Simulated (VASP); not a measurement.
# BN (P6_3mc) in VASP: single point with HSE06

Aim: the single point of BN with HSE06.

All numbers are computed with VASP 6.6.1; they aren't measurements. Logs are shortened: lines on timing, memory, paths and dates and some standing lists are left out, and cuts for length are marked.

## (1) The cell of the first run

It takes space group P6_3mc (No. 186, hexagonal). The conventional cell has a = 2.468 Å, b = 2.468 Å, c = 4.082 Å, α = 90.00°, β = 90.00°, γ = 120.00°. B (site symmetry 3m) has 4 N at 1.51 to 1.53 Å within 2.0 Å. Within 2.0 Å of N (site symmetry 3m) lie 4 B at 1.51 to 1.53 Å.

## (2) Single point, HSE06 (strain -3.0%)

The input, POSCAR:

```
BN
1.0
    2.4676314996      0.0000000000      0.0000000000
   -1.2338157498      2.1370315658      0.0000000000
    0.0000000000      0.0000000000      4.0815808813
B N
2 2
Direct
    0.3333333333      0.6666666667      0.0005226463
    0.6666666667      0.3333333333      0.5005226463
    0.3333333333      0.6666666667      0.3744773537
    0.6666666667      0.3333333333      0.8744773537
```

The input, INCAR.step1:

```
PREC = Accurate
ENCUT = 520
EDIFF = 1E-5
ISMEAR = 0
SIGMA = 0.01
LREAL = False
LASPH = True
NELM = 100
ALGO = Normal
ISIF = 2
LWAVE = True
LCHARG = False
NBANDS = 16
GGA = PE
```

The input, INCAR.step2:

```
PREC = Accurate
ENCUT = 520
EDIFF = 1E-6
ISMEAR = 0
SIGMA = 0.01
LREAL = False
LASPH = True
NELM = 100
ALGO = Normal
ISIF = 2
LWAVE = False
LCHARG = False
GGA = PE
LHFCALC = True
HFSCREEN = 0.2079
PRECFOCK = Normal
NBANDS = 16
ISTART = 1
```

The input, KPOINTS:

```
regular mesh
0
Gamma
  9 9 4
```

Potentials or basis: VASP PAW PBE potentials, release 64 (B, N).

Command:

```sh
cat potpaw_PBE.64/B/POTCAR potpaw_PBE.64/N/POTCAR > POTCAR
cp INCAR.step1 INCAR
mpirun -np 1 vasp_std > vasp.out
cp INCAR.step2 INCAR
mpirun -np 1 vasp_std > vasp.out
```

OUTCAR:

```text
PREC = Accurate
   ENCUT = 520
   EDIFF = 1E-6
   ISMEAR = 0
   LREAL = False
   LASPH = True
   NELM = 100
   ISIF = 2
   GGA = PE
   LHFCALC = True
   HFSCREEN = 0.2079
   PRECFOCK = Normal
   ISTART = 1

 ion  position               nearest neighbor table
   1  0.333  0.667  0.001-   4 1.51   4 1.51   4 1.51   3 1.53
   2  0.667  0.333  0.501-   3 1.51   3 1.51   3 1.51   4 1.53
   3  0.333  0.667  0.374-   2 1.51   2 1.51   2 1.51   1 1.53
   4  0.667  0.333  0.874-   1 1.51   1 1.51   1 1.51   2 1.53

  LATTYP: Found a hexagonal cell.
 ALAT       =     2.4676314996
 C/A-ratio  =     1.6540479735

  Lattice vectors:

 A1 = (   2.4676314996,   0.0000000000,   0.0000000000)
 A2 = (  -1.2338157498,   2.1370315658,   0.0000000000)
 A3 = (   0.0000000000,   0.0000000000,   4.0815808813)

Analysis of symmetry for initial positions (statically):
=====================================================================
 Subroutine PRICEL returns:
 Original cell was already a primitive cell.

 Routine SETGRP: Setting up the symmetry group for a
 hexagonal supercell.

 Subroutine GETGRP returns: Found 12 space group operations
 (whereof  6 operations were pure point group operations)
 out of a pool of 24 trial point group operations.

The static configuration has the point symmetry C_3v.
 The point group associated with its full space group is C_6v.

Analysis of symmetry for dynamics (positions and initial velocities):
=====================================================================
 Subroutine PRICEL returns:
 Original cell was already a primitive cell.

 Routine SETGRP: Setting up the symmetry group for a
 hexagonal supercell.

 Subroutine GETGRP returns: Found 12 space group operations
 (whereof  6 operations were pure point group operations)
 out of a pool of 24 trial point group operations.

The dynamic configuration has the point symmetry C_3v.
 The point group associated with its full space group is C_6v.

 Subroutine INISYM returns: Found 12 space group operations
 (whereof  6 operations are pure point group operations),
 and found     1 'primitive' translations

----------------------------------------------------------------------------------------

                                     Primitive cell

  volume of cell :      21.5238

  direct lattice vectors                    reciprocal lattice vectors
     2.467631500  0.000000000  0.000000000     0.405246894  0.233969403  0.000000000
    -1.233815750  2.137031566  0.000000000     0.000000000  0.467938806  0.000000000
     0.000000000  0.000000000  4.081580881     0.000000000  0.000000000  0.245003108

  length of vectors
     2.467631500  2.467631500  4.081580881     0.467938806  0.467938806  0.245003108

  position of ions in fractional coordinates (direct lattice)
     0.333333333  0.666666667  0.000522646
     0.666666667  0.333333333  0.500522646
     0.333333333  0.666666667  0.374477354
     0.666666667  0.333333333  0.874477354

  ion indices of the primitive-cell ions
   primitive index   ion index
                 1           1
                 2           2
                 3           3
                 4           4

----------------------------------------------------------------------------------------

 KPOINTS: regular mesh

Automatic generation of k-mesh.
 Grid dimensions read from file:
 generate k-points for:    9    9    4

 Generating k-lattice:

  Cartesian coordinates                     Fractional coordinates (reciprocal lattice)
     0.045027433  0.025996600  0.000000000     0.111111111  0.000000000  0.000000000
     0.000000000  0.051993201  0.000000000     0.000000000  0.111111111  0.000000000
     0.000000000  0.000000000  0.061250777     0.000000000  0.000000000  0.250000000

  Length of vectors
     0.051993201  0.051993201  0.061250777

  Shift w.r.t. Gamma in fractional coordinates (k-lattice)
     0.000000000  0.000000000  0.000000000

 Subroutine IBZKPT returns following result:
 ===========================================

 Found     36 irreducible k-points:

 Following reciprocal coordinates:
            Coordinates               Weight
  0.000000  0.000000  0.000000      1.000000
  0.111111  0.000000  0.000000      6.000000
  0.222222 -0.000000  0.000000      6.000000
  0.333333  0.000000  0.000000      6.000000
  0.444444 -0.000000  0.000000      6.000000
  0.111111  0.111111  0.000000      6.000000
[... 16 lines left out ...]
  0.333333  0.222222  0.250000     24.000000
  0.333333  0.333333  0.250000      4.000000
 [... further k-points ...]
   k-points           NKPTS =     36   k-points in BZ     NKDIM =    324   number of bands    NBANDS=     16
   number of dos      NEDOS =    301   number of ions     NIONS =      4
   total plane-waves  NPLWV =   9720
   dimension x,y,z NGX =    18 NGY =   18 NGZ =   30
   dimension x,y,z NGXF=    36 NGYF=   36 NGZF=   60
   ions per type =               2   2
   NGX,Y,Z   is equivalent  to a cutoff of  12.13, 12.13, 12.22 a.u.
   NGXF,Y,Z  is equivalent  to a cutoff of  24.25, 24.25, 24.44 a.u.
 SYSTEM =  unknown system
   PREC   = accura    normal or accurate (medium, high low for compatibility)
   ISTART =      1    job   : 0-new  1-cont  2-samecut
   ICHARG =      0    charge: 1-file 2-atom 10-const
   ISPIN  =      1    spin polarized calculation?
   LNONCOLLINEAR =      F non collinear calculations
   LSORBIT =      F    spin-orbit coupling
   LASPH  =      T    aspherical Exc in radial PAW
   ENCUT  =  520.0 eV  38.22 Ry    6.18 a.u.   4.59  4.59  7.59*2*pi/ulx,y,z
   NELM   =    100;   NELMIN=  2; NELMDL=  0     # of ELM steps
   EDIFF  = 0.1E-05   stopping-criterion for ELM
   LREAL  =      F    real-space projection
   EDIFFG = 0.1E-04   stopping-criterion for IOM
   NSW    =      0    number of steps for IOM
   IBRION =     -1    ionic relax: 0-MD 1-quasi-New 2-CG
   NFREE  =      0    steps in history (QN), initial steepest desc. (CG)
   ISIF   =      2    stress and relaxation
   ISYM   =      3    0-nonsym 1-usesym 2-fastsym
   POTIM  = 0.5000    time-step for ionic-motion
   TEBEG  =    0.0;   TEEND  =   0.0 temperature during run
   PSTRESS=    0.0 pullay stress
   NELECT =      16.0000    total number of electrons
   NUPDOWN=      -1.0000    fix difference up-down
   EMIN   =  10.00;   EMAX   =-10.00  energy-range for DOS
   EFERMI =   0.00;   METHOD = LEGACY
   ISMEAR =     0;   SIGMA  =   0.01  broadening in eV -4-tet -1-fermi 0-gaus
   EFERMI_NEDOS =   21; number of points for ismear=-14 and -15
   IALGO  =     38    algorithm
   IMIX   =      1    mixing-type and parameters
     AMIX     =   0.40;   BMIX     =  1.00
     AMIX_MAG =   1.60;   BMIX_MAG =  1.00
  volume/ion in A,a.u.               =       5.38        36.31
  Fermi-wavevector in a.u.,A,eV,Ry     =   1.483002  2.802467 29.923207  2.199294
  Thomas-Fermi vector in A             =   2.596717
   LORBIT       =      0    0 simple, 1 ext, 2 COOP (PROOUT), +10 PAW based schemes
   GGA     = PE    functional components
   LHFCALC =     T    Hartree Fock is set to
   PRECFOCK=normal    Normal, Fast or Accurate (Low or Medium for compatibility)
   ENCUT4O =  -1.0   cutoff for four orbital integrals eV
   NKREDX  =     1    reduce k-point grid by
   NKREDY  =     1    reduce k-point grid by
   NKREDZ  =     1    reduce k-point grid by
   AEXX    =    0.2500 exact exchange contribution
   HFSCREEN=    0.2079 screening length (either q_TF or 0.3 A-1)
   HFSCREENC=   0.2079 screening length for correlation (either q_TF or 0.3 A-1)
   ENCUTFOCK=  -1.0 apply spherical cutoff to Coloumb kernel
   IVDW    =     0    specifies the selected vdW correction
   LEPSILON=     F    determine dielectric tensor
   LRPA    =     F    only Hartree local field effects (RPA)
 non-spin polarized calculation
 Gauss-broadening in eV      SIGMA  =   0.01
  energy-cutoff  :      520.00
  volume of cell :       21.52
 maximum number of plane-waves:       592
  NGX = 14; NGY = 14; NGZ = 24

 number of electron      15.9999997 magnetization

 Free energy of the ion-electron system (eV)
  ---------------------------------------------------
  ext. energy  EPLUGINS =         0.00000000
  ---------------------------------------------------
  free energy    TOTEN  =       -40.37564329 eV

  energy without entropy =      -40.37564329  energy(sigma->0) =      -40.37564329

 E-fermi :   8.0387     XC(G=0): -10.8372

 val. band max:        7.9211866379   @ k =   0.0000   0.0000   0.0000
 cond. band min:      14.2329356302   @ k =   0.3333   0.3333   0.0000
 fundamental gap:      6.3117489923
 Fermi energy:         8.0386875876

 k-point     1 :       0.0000    0.0000    0.0000
  band No.  band energies     occupation
      1     -15.5607      2.00000
      2     -10.6327      2.00000
      3      -4.9470      2.00000
      4       5.3929      2.00000
      5       5.3929      2.00000
      6       7.5705      2.00000
[... 8 lines left out ...]
     15      22.5312      0.00000
     16      27.7037      0.00000

 k-point     2 :       0.1111    0.0000    0.0000
  band No.  band energies     occupation
      1     -15.2498      2.00000
      2     -10.3907      2.00000
      3      -4.6368      2.00000
      4       4.0404      2.00000
      5       4.8230      2.00000
      6       6.8107      2.00000
[... 8 lines left out ...]
     15      23.4522      0.00000
     16      26.9890      0.00000

 k-point     3 :       0.2222   -0.0000    0.0000
  band No.  band energies     occupation
      1     -14.3330      2.00000
      2      -9.7268      2.00000
      3      -3.7289      2.00000
      4       1.1272      2.00000
      5       3.6681      2.00000
      6       4.2976      2.00000
[... 8 lines left out ...]
     15      25.6420      0.00000
     16      26.2111      0.00000

 k-point     4 :       0.3333    0.0000    0.0000
  band No.  band energies     occupation
      1     -12.8793      2.00000
      2      -8.9511      2.00000
      3      -2.3662      2.00000
      4      -1.6752      2.00000
      5       1.5150      2.00000
      6       2.6379      2.00000
[... 8 lines left out ...]
     15      27.5737      0.00000
     16      28.0291      0.00000

 k-point     5 :       0.4444   -0.0000    0.0000
  band No.  band energies     occupation
      1     -11.1675      2.00000
      2      -8.9891      2.00000
      3      -3.1172      2.00000
      4      -0.9813      2.00000
      5      -0.4099      2.00000
      6       2.0649      2.00000
[... 8 lines left out ...]
     15      27.5362      0.00000
     16      29.5696      0.00000

 k-point     6 :       0.1111    0.1111    0.0000
  band No.  band energies     occupation
      1     -14.6355      2.00000
      2      -9.9347      2.00000
      3      -4.0266      2.00000
      4       2.2928      2.00000
      5       3.3783      2.00000
      6       5.4623      2.00000
[... 8 lines left out ...]
     15      25.5086      0.00000
     16      26.3491      0.00000
[... 267 lines left out ...]
 k-point    21 :       0.4444    0.1111    0.2500
  band No.  band energies     occupation
      1     -10.2686      2.00000
      2      -9.2274      2.00000
      3      -3.7168      2.00000
      4      -2.2722      2.00000
      5       0.9231      2.00000
      6       2.1054      2.00000
[... 8 lines left out ...]
     15      27.7143      0.00000
     16      29.3078      0.00000

 k-point    22 :       0.2222    0.2222    0.2500
  band No.  band energies     occupation
      1     -11.6890      2.00000
      2      -9.3316      2.00000
      3      -2.0683      2.00000
      4      -0.7805      2.00000
      5       0.8604      2.00000
      6       1.1287      2.00000
[... 8 lines left out ...]
     15      26.4495      0.00000
     16      27.5407      0.00000

 k-point    23 :       0.3333    0.2222    0.2500
  band No.  band energies     occupation
      1     -10.1799      2.00000
      2      -8.9217      2.00000
      3      -2.9432      2.00000
      4      -1.7716      2.00000
      5      -0.5192      2.00000
      6       1.5771      2.00000
[... 8 lines left out ...]
     15      27.2557      0.00000
     16      28.4141      0.00000

 k-point    24 :       0.3333    0.3333    0.2500
  band No.  band energies     occupation
      1      -9.1716      2.00000
      2      -9.1716      2.00000
      3      -2.5922      2.00000
      4      -1.6798      2.00000
      5      -1.6798      2.00000
      6       0.4592      2.00000
[... 8 lines left out ...]
     15      28.2828      0.00000
     16      28.2828      0.00000

 [... further k-points ...]

------------------------ aborting loop because EDIFF is reached ----------------------------------------

  FORCE on cell =-STRESS in cart. coord.  units (eV):
  Direction    XX          YY          ZZ          XY          YZ          ZX
  --------------------------------------------------------------------------------------
  -------------------------------------------------------------------------------------
  Total        5.1186103      5.1186103      5.1622381      0.0000000      0.0000000     -0.0000000
  in kB      381.0158128    381.0158128    384.2633519      0.0000000      0.0000000     -0.0000000
  external PRESSURE =     382.0983259 kB  Pullay stress =       0.0000000 kB

 VOLUME and BASIS-vectors are now :
 -----------------------------------------------------------------------------
  energy-cutoff  :      520.00
  volume of cell :       21.52
      direct lattice vectors                 reciprocal lattice vectors
     2.467631500  0.000000000  0.000000000     0.405246894  0.233969403  0.000000000
    -1.233815750  2.137031566  0.000000000     0.000000000  0.467938806  0.000000000
     0.000000000  0.000000000  4.081580881     0.000000000  0.000000000  0.245003108

 POSITION                                       TOTAL-FORCE (eV/Angst)
 -----------------------------------------------------------------------------------
     -0.00000      1.42469      0.00213        -0.000000      0.000000     -0.011446
      1.23382      0.71234      2.04292         0.000000     -0.000000     -0.011446
     -0.00000      1.42469      1.52846         0.000000     -0.000000      0.011446
      1.23382      0.71234      3.56925         0.000000      0.000000      0.011446
 -----------------------------------------------------------------------------------
    total drift:                                0.000000      0.000000     -0.000169

  FREE ENERGIE OF THE ION-ELECTRON SYSTEM (eV)
  ---------------------------------------------------
  free  energy   TOTEN  =       -40.3756432937 eV

  energy  without entropy=      -40.3756432937  energy(sigma->0) =      -40.37564329
```

It took 49 min on 1 thread of Oxide Virtual Turin-like, shared host; peak memory 0.21 GiB.

What came out:

| Item | Value |
| --- | --- |
| Free energy | -40.3756 eV |
| Pressure | 38.2 GPa |
| Largest force | 0.011 eV/Å |
| Band gap on the k mesh | 6.31 eV (least direct gap 10.41 eV) |

Forces in eV/Å, atoms in the order of the input:
```
B    0.000  0.000 -0.011
B    0.000  0.000 -0.011
N    0.000  0.000  0.011
N    0.000  0.000  0.011
```

Levels at points of the mesh, in eV from the valence-band top:
```tsv
k point	band 6	band 7	band 8	band 9	band 10	band 11
(0.00, 0.00, 0.00)	-0.35	0.00	0.00	10.47	10.47	10.90
(0.00, 0.00, 0.50)	-1.40	-1.40	-1.40	12.12	12.12	12.25
```

Caveat: the cell differs from its parent crystal (strain -3.0%); the cell stands under pressure; the structure was generated, so it needn't be the stable form of BN; the PAW data sets were made with another functional, which shifts forces and pressure a little. A k mesh can miss the band edges.
